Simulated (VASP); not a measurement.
# Cd (P6/mmm) in VASP: further runs

Cd is run at these levels: PBE; tasks: single point, relaxation of shape and atoms at fixed volume.

All numbers are computed with VASP 6.6.1; they aren't measurements. Logs are shortened: lines on timing, memory, paths and dates and some standing lists are left out, and cuts for length are marked.

**1. The cell of the first run**

Symmetry: P6/mmm, No. 191, hexagonal system. The conventional cell has a = 2.489 Å, b = 2.489 Å, c = 2.447 Å, α = 90.00°, β = 90.00°, γ = 120.00°. Within 3.2 Å of Cd (site symmetry 6/mmm) lie 8 Cd at 2.45 to 2.49 Å.

This isn't the form of Cd at room conditions, which is hcp.

**2. Single point, PBE (13.13 Å³/atom)**

The input, INCAR:

```
PREC = Accurate
ENCUT = 630
EDIFF = 1E-6
ISMEAR = -1
SIGMA = 0.1
LREAL = F
LASPH = T
NELM = 120
ALGO = Normal
ISIF = 2
LWAVE = F
LCHARG = F
GGA = PE
NBANDS = 16
GGA_COMPAT = F
```

The input, KPOINTS:

```
regular mesh
0
Gamma
  14 14 13
```

The input, POSCAR:

```
Cd
1.0
    2.4894060445      0.0000000000      0.0000000000
   -1.2447030223      2.1558888749      0.0000000000
    0.0000000000      0.0000000000      2.4465444910
Cd
1
Direct
    0.0000000000      0.0000000000      0.0000000000
```

Potentials or basis: VASP PAW PBE potentials, release 64 (Cd_sv_GW).

On the command line:

```console
> cat potpaw_PBE.64/Cd_sv_GW/POTCAR > POTCAR
> mpirun -np 1 vasp_std > vasp.out
```

OUTCAR:

```text
PREC = Accurate
   ENCUT = 630
   EDIFF = 1E-6
   ISMEAR = -1
   LREAL = F
   LASPH = T
   NELM = 120
   ISIF = 2
   GGA = PE

 ion  position               nearest neighbor table
   1  0.000  0.000  0.000-

  LATTYP: Found a hexagonal cell.
 ALAT       =     2.4894060445
 C/A-ratio  =     0.9827824177

  Lattice vectors:

 A1 = (   2.4894060445,   0.0000000000,   0.0000000000)
 A2 = (  -1.2447030223,   2.1558888749,   0.0000000000)
 A3 = (   0.0000000000,   0.0000000000,   2.4465444910)

Analysis of symmetry for initial positions (statically):
=====================================================================
 Subroutine PRICEL returns:
 Original cell was already a primitive cell.

 Routine SETGRP: Setting up the symmetry group for a
 hexagonal supercell.

 Subroutine GETGRP returns: Found 24 space group operations
 (whereof 24 operations were pure point group operations)
 out of a pool of 24 trial point group operations.

The static configuration has the point symmetry D_6h.

Analysis of symmetry for dynamics (positions and initial velocities):
=====================================================================
 Subroutine PRICEL returns:
 Original cell was already a primitive cell.

 Routine SETGRP: Setting up the symmetry group for a
 hexagonal supercell.

 Subroutine GETGRP returns: Found 24 space group operations
 (whereof 24 operations were pure point group operations)
 out of a pool of 24 trial point group operations.

The dynamic configuration has the point symmetry D_6h.

 Subroutine INISYM returns: Found 24 space group operations
 (whereof 24 operations are pure point group operations),
 and found     1 'primitive' translations

----------------------------------------------------------------------------------------

                                     Primitive cell

  volume of cell :      13.1303

  direct lattice vectors                    reciprocal lattice vectors
     2.489406044  0.000000000  0.000000000     0.401702246  0.231922900  0.000000000
    -1.244703022  2.155888875  0.000000000     0.000000000  0.463845800  0.000000000
     0.000000000  0.000000000  2.446544491     0.000000000  0.000000000  0.408739757

  length of vectors
     2.489406044  2.489406045  2.446544491     0.463845800  0.463845800  0.408739757

  position of ions in fractional coordinates (direct lattice)
     0.000000000  0.000000000  0.000000000

  ion indices of the primitive-cell ions
   primitive index   ion index
                 1           1

----------------------------------------------------------------------------------------

 KPOINTS: regular mesh

Automatic generation of k-mesh.
 Grid dimensions read from file:
 generate k-points for:   14   14   13

 Generating k-lattice:

  Cartesian coordinates                     Fractional coordinates (reciprocal lattice)
     0.028693018  0.016565921  0.000000000     0.071428571 -0.000000000  0.000000000
     0.000000000  0.033131843  0.000000000     0.000000000  0.071428571  0.000000000
     0.000000000  0.000000000  0.031441520     0.000000000  0.000000000  0.076923077

  Length of vectors
     0.033131843  0.033131843  0.031441520

  Shift w.r.t. Gamma in fractional coordinates (k-lattice)
     0.000000000  0.000000000  0.000000000

 Subroutine IBZKPT returns following result:
 ===========================================

 Found    168 irreducible k-points:

 Following reciprocal coordinates:
            Coordinates               Weight
  0.000000  0.000000  0.000000      1.000000
  0.071429 -0.000000  0.000000      6.000000
  0.142857 -0.000000  0.000000      6.000000
  0.214286  0.000000  0.000000      6.000000
  0.285714  0.000000  0.000000      6.000000
  0.357143 -0.000000  0.000000      6.000000
[... 16 lines left out ...]
  0.285714  0.285714  0.000000      6.000000
  0.357143  0.285714  0.000000      6.000000
 [... further k-points ...]
   k-points           NKPTS =    168   k-points in BZ     NKDIM =    168   number of bands    NBANDS=     16
   number of dos      NEDOS =    301   number of ions     NIONS =      1
   total plane-waves  NPLWV =   8000
   dimension x,y,z NGX =    20 NGY =   20 NGZ =   20
   dimension x,y,z NGXF=    40 NGYF=   40 NGZF=   40
   ions per type =               1
   NGX,Y,Z   is equivalent  to a cutoff of  13.36, 13.36, 13.59 a.u.
   NGXF,Y,Z  is equivalent  to a cutoff of  26.71, 26.71, 27.18 a.u.
 SYSTEM =  unknown system
   PREC   = accura    normal or accurate (medium, high low for compatibility)
   ISTART =      0    job   : 0-new  1-cont  2-samecut
   ICHARG =      2    charge: 1-file 2-atom 10-const
   ISPIN  =      1    spin polarized calculation?
   LNONCOLLINEAR =      F non collinear calculations
   LSORBIT =      F    spin-orbit coupling
   LASPH  =      T    aspherical Exc in radial PAW
   ENCUT  =  630.0 eV  46.30 Ry    6.80 a.u.   5.09  5.09  5.01*2*pi/ulx,y,z
   NELM   =    120;   NELMIN=  2; NELMDL= -5     # of ELM steps
   EDIFF  = 0.1E-05   stopping-criterion for ELM
   LREAL  =      F    real-space projection
[... 7 lines left out ...]
   TEBEG  =    0.0;   TEEND  =   0.0 temperature during run
   PSTRESS=    0.0 pullay stress
   NELECT =      20.0000    total number of electrons
   NUPDOWN=      -1.0000    fix difference up-down
   EMIN   =  10.00;   EMAX   =-10.00  energy-range for DOS
   EFERMI =   0.00;   METHOD = LEGACY
   ISMEAR =    -1;   SIGMA  =   0.10  broadening in eV -4-tet -1-fermi 0-gaus
   EFERMI_NEDOS =   21; number of points for ismear=-14 and -15
   IALGO  =     38    algorithm
   IMIX   =      4    mixing-type and parameters
     AMIX     =   0.40;   BMIX     =  1.00
     AMIX_MAG =   1.60;   BMIX_MAG =  1.00
  volume/ion in A,a.u.               =      13.13        88.61
  Fermi-wavevector in a.u.,A,eV,Ry     =   1.883619  3.559524 48.273755  3.548021
  Thomas-Fermi vector in A             =   2.926513
   LORBIT       =      0    0 simple, 1 ext, 2 COOP (PROOUT), +10 PAW based schemes
   GGA     = PE    functional components
   LHFCALC =     F    Hartree Fock is set to
   AEXX    =    0.0000 exact exchange contribution
   IVDW    =     0    specifies the selected vdW correction
   LEPSILON=     F    determine dielectric tensor
   LRPA    =     F    only Hartree local field effects (RPA)
 non-spin polarized calculation
  energy-cutoff  :      630.00
  volume of cell :       13.13
 maximum number of plane-waves:       484
   NGX = 11   NGY = 11   NGZ = 11

 number of electron      20.0000012 magnetization

 Free energy of the ion-electron system (eV)
  ---------------------------------------------------
  ext. energy  EPLUGINS =         0.00000000
  ---------------------------------------------------
  free energy    TOTEN  =         1.90673780 eV

  energy without entropy =        1.91587973  energy(sigma->0) =        1.91130876

 E-fermi :  14.2044     XC(G=0): -14.3243

 val. band max:       14.1221113260   @ k =   0.4286   0.1429   0.0769
 cond. band min:      14.2144667302   @ k =   0.3571   0.2857   0.1538
 fundamental gap:      0.0923554042
 Fermi energy:        14.2043635931

 k-point     1 :       0.0000    0.0000    0.0000
  band No.  band energies     occupation
      1     -91.2985      2.00000
      2     -52.1794      2.00000
      3     -52.1201      2.00000
      4     -52.1201      2.00000
      5      -0.2767      2.00000
      6       0.2386      2.00000
[... 8 lines left out ...]
     15      33.4247      0.00000
     16      38.2599      0.00000

 k-point     2 :       0.0714   -0.0000    0.0000
  band No.  band energies     occupation
      1     -91.2955      2.00000
      2     -52.1768      2.00000
      3     -52.1426      2.00000
      4     -52.1256      2.00000
      5      -0.1455      2.00000
      6       0.3664      2.00000
[... 8 lines left out ...]
     15      33.2636      0.00000
     16      39.1480      0.00000

 k-point     3 :       0.1429   -0.0000    0.0000
  band No.  band energies     occupation
      1     -91.2874      2.00000
      2     -52.2054      2.00000
      3     -52.1702      2.00000
      4     -52.1409      2.00000
      5       0.0934      2.00000
      6       0.7779      2.00000
[... 8 lines left out ...]
     15      32.9053      0.00000
     16      40.3807      0.00000

 k-point     4 :       0.2143    0.0000    0.0000
  band No.  band energies     occupation
      1     -91.2755      2.00000
      2     -52.2955      2.00000
      3     -52.1629      2.00000
      4     -52.1604      2.00000
      5       0.2904      2.00000
      6       0.9106      2.00000
[... 8 lines left out ...]
     15      32.5198      0.00000
     16      41.4011      0.00000

 k-point     5 :       0.2857    0.0000    0.0000
  band No.  band energies     occupation
      1     -91.2624      2.00000
      2     -52.3948      2.00000
      3     -52.1873      2.00000
      4     -52.1496      2.00000
      5       0.3053      2.00000
      6       0.8238      2.00000
[... 8 lines left out ...]
     15      32.3382      0.00000
     16      40.4964      0.00000

 k-point     6 :       0.3571   -0.0000    0.0000
  band No.  band energies     occupation
      1     -91.2505      2.00000
      2     -52.4835      2.00000
      3     -52.2093      2.00000
      4     -52.1398      2.00000
      5       0.0739      2.00000
      6       0.9487      2.00000
[... 8 lines left out ...]
     15      32.3388      0.00000
     16      39.5937      0.00000
[... 267 lines left out ...]
 k-point    21 :       0.2857    0.2143    0.0000
  band No.  band energies     occupation
      1     -91.2394      2.00000
      2     -52.4891      2.00000
      3     -52.3091      2.00000
      4     -52.1306      2.00000
      5       0.9013      2.00000
      6       1.1443      2.00000
[... 8 lines left out ...]
     15      36.2210      0.00000
     16      38.8109      0.00000

 k-point    22 :       0.3571    0.2143    0.0000
  band No.  band energies     occupation
      1     -91.2349      2.00000
      2     -52.5050      2.00000
      3     -52.3349      2.00000
      4     -52.1269      2.00000
      5       0.8489      2.00000
      6       1.2328      2.00000
[... 8 lines left out ...]
     15      35.8084      0.00000
     16      38.6527      0.00000

 k-point    23 :       0.2857    0.2857    0.0000
  band No.  band energies     occupation
      1     -91.2343      2.00000
      2     -52.4800      2.00000
      3     -52.3664      2.00000
      4     -52.1264      2.00000
      5       1.1044      2.00000
      6       1.4078      2.00000
[... 8 lines left out ...]
     15      36.4249      0.00000
     16      38.5110      0.00000

 k-point    24 :       0.3571    0.2857    0.0000
  band No.  band energies     occupation
      1     -91.2324      2.00000
      2     -52.4654      2.00000
      3     -52.3982      2.00000
      4     -52.1249      2.00000
      5       1.1378      2.00000
      6       1.6092      2.00000
[... 8 lines left out ...]
     15      37.7253      0.00000
     16      38.4976      0.00000

 [... further k-points ...]
[... 5 lines left out ...]
  --------------------------------------------------------------------------------------
  -------------------------------------------------------------------------------------
  Total       11.3589241     11.3589241     11.3477101     -0.0000000      0.0000000     -0.0000000
  in kB     1386.0297516   1386.0297517   1384.6614046     -0.0000000      0.0000000     -0.0000000
  external PRESSURE =    1385.5736360 kB  Pullay stress =       0.0000000 kB

 VOLUME and BASIS-vectors are now :
 -----------------------------------------------------------------------------
  energy-cutoff  :      630.00
  volume of cell :       13.13
      direct lattice vectors                 reciprocal lattice vectors
     2.489406044  0.000000000  0.000000000     0.401702246  0.231922900  0.000000000
    -1.244703022  2.155888875  0.000000000     0.000000000  0.463845800  0.000000000
     0.000000000  0.000000000  2.446544491     0.000000000  0.000000000  0.408739757

 POSITION                                       TOTAL-FORCE (eV/Angst)
 -----------------------------------------------------------------------------------
      0.00000      0.00000      0.00000         0.000000      0.000000      0.000000
 -----------------------------------------------------------------------------------
    total drift:                               -0.000000      0.000000      0.000000

  FREE ENERGIE OF THE ION-ELECTRON SYSTEM (eV)
  ---------------------------------------------------
  free  energy   TOTEN  =         1.9067377968 eV

  energy  without entropy=        1.9158797290  energy(sigma->0) =        1.91130876
```

It took 69 s on 1 thread of Intel Xeon Platinum 8259CL at 2.50GHz (Skylake/Cascade Lake), shared host; peak memory 0.17 GiB.

What came out:

```
Free energy            : 1.9067 eV
Pressure               : 138.6 GPa
Band gap on the k mesh : zero (bands 10 and 11 overlap by 6.20 eV)
```

Caveat: the cell stands under pressure.

**3. Relaxation of shape and atoms at fixed volume, PBE**

The input, INCAR:

```
SYSTEM = Cd
PREC = Accurate
ENCUT = 630
EDIFF = 1E-7
ISMEAR = -1
SIGMA = 0.1
LREAL = .FALSE.
LASPH = .TRUE.
NELM = 120
ALGO = Normal
ISIF = 4
LWAVE = .FALSE.
LCHARG = .FALSE.
GGA = PE
IBRION = 2
NSW = 50
EDIFFG = -0.005
GGA_COMPAT = .FALSE.
NELMIN = 4
```

The input, KPOINTS:

```
Automatic mesh
0
G
  14 14 13
  0 0 0
```

The input, POSCAR:

```
Cd
1.0
    2.4444674432      0.0000000000      0.0000000000
   -1.2222337216      2.1169709045      0.0000000000
    0.0000000000      0.0000000000      2.5373249060
Cd
1
Direct
    0.0000000000      0.0000000000      0.0000000000
```

Potentials or basis: VASP PAW PBE potentials, release 64 (Cd_sv_GW).

On the command line:

```console
> cat potpaw_PBE.64/Cd_sv_GW/POTCAR > POTCAR
> mpirun -np 1 vasp_std > vasp.out
```

Run time: 66 s. Hardware: 1 thread of Intel Xeon 6975P-C (Granite Rapids), shared host; peak memory 0.18 GiB.

Results (log left out):

| Property | Result |
| --- | --- |
| Free energy | 1.9075 eV |
| Energy gained by relaxing | 65.4 meV/atom |
| Ionic steps | 6 |
| Pressure after relaxing | 138.6 GPa |
| Band gap on the k mesh | zero (bands 10 and 11 overlap by 6.20 eV) |

Step by step:
| step | energy change (eV) | largest force (eV/Å) | pressure (GPa) | volume (Å³) |
| --- | --- | --- | --- | --- |
| 1 | 0.0000 | 0.0000 | 142.67 | 13.13 |
| 2 | 0.3061 | 0.0000 | 146.23 | 13.13 |
| 3 | -0.0654 | 0.0000 | 138.58 | 13.13 |
| 4 | -0.0654 | 0.0000 | 138.55 | 13.13 |
| 5 | -0.0654 | 0.0000 | 138.58 | 13.13 |
| 6 | -0.0654 | 0.0000 | 138.56 | 13.13 |

Final structure:
```
Cd
1.0
     2.48905    0.00000    0.00000
    -1.24452    2.15558    0.00000
     0.00000    0.00000    2.44725
Cd
1
Direct
  0.00000 0.00000 0.00000
```

Levels at points of the mesh, in eV from the Fermi level:
```
           k point  band 7  band 8  band 9  band 10  band 11  band 12  band 13  band 14
(0.00, 0.00, 0.00)  -12.24  -12.24   -9.73    -9.73    11.15    13.38    18.86    19.23
(0.50, 0.00, 0.00)  -11.41  -10.09   -9.28    -5.34    -0.23    10.46    15.54    18.12
```

The gap in the log of VASP goes by the Fermi energy; the results here count the filled bands.